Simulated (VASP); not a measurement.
Wanted: the native input for a VASP 6.6.1 run.

```
Task                   : single point
Functional             : PBE
Potentials or basis    : VASP PAW PBE potentials, release 64 (Li_sv)
Cutoff                 : 520 eV
k mesh                 : 12 × 12 × 1
Occupations            : fermi-dirac, width 0.08 eV
Spin                   : no spin polarisation
Dipole correction      : yes
Further INCAR settings : ALGO = Normal; EDIFF = 1e-06; NBANDS = 8
```

The structure of Li lies in POSCAR:

```
Li
1.0
    2.9711636501      0.0000000000      0.0000000000
   -0.9903878834      2.8012399534      0.0000000000
    0.0000000000      0.0000000000     20.0000000000
Li
1
Direct
    0.0000000000      0.0000000000      0.5000000000
```

One way to write it, as run:

INCAR

```
PREC = Accurate
ENCUT = 520
EDIFF = 1E-6
ISMEAR = -1
SIGMA = 0.08
LREAL = False
LASPH = True
NELM = 60
ALGO = Normal
ISIF = 2
LWAVE = False
LCHARG = False
LDIPOL = True
IDIPOL = 3
DIPOL = 0.5 0.5 0.500
GGA = PE
NBANDS = 8
```

KPOINTS

```
Automatic mesh
0
Gamma
  12 12 1
```

Potentials or basis: VASP PAW PBE potentials, release 64 (Li_sv).

The run is started by

```bash
$ cat potpaw_PBE.64/Li_sv/POTCAR > POTCAR
$ mpirun -np 1 vasp_std > vasp.out
```

Wall time 36 s on 1 thread of Intel(R) Xeon(R) Platinum 8488C (Sapphire Rapids) (shared host), peak memory 0.27 GiB.
